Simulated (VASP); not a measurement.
A run of VASP 6.6.1:

Contents of INCAR:

```
SYSTEM = Li
PREC = Accurate
ENCUT = 750
EDIFF = 1E-6
ISMEAR = -1
SIGMA = 0.08
LREAL = .FALSE.
LASPH = .TRUE.
NELM = 120
ALGO = Normal
ISIF = 2
LWAVE = .FALSE.
LCHARG = .TRUE.
GGA = PS
LELF = .TRUE.
LVHAR = .TRUE.
NBANDS = 8
GGA_COMPAT = .FALSE.
```

KPOINTS

```
regular mesh
0
G
  13 13 13
  0 0 0
```

File POSCAR:

```
Li
1.0
    0.0000000000      2.1722395951      2.1722395951
    2.1722395951      0.0000000000      2.1722395951
    2.1722395951      2.1722395951      0.0000000000
Li
1
Direct
    0.0000000000      0.0000000000      0.0000000000
```

Potentials or basis: VASP PAW PBE potentials, release 64 (Li_sv).

Launch:

```sh
$ cat potpaw_PBE.64/Li_sv/POTCAR > POTCAR
$ mpirun -np 1 vasp_std > vasp.out
```

Hardware: 1 thread of Intel(R) Xeon(R) Platinum 8559C (Emerald Rapids), on a shared host.

Estimate the wall time of this run.

Run time: 8.8 s on 1 thread of Intel(R) Xeon(R) Platinum 8559C (Emerald Rapids), with other jobs on the host, peak memory 0.15 GiB. Counts: scf iterations 9, k points 84.
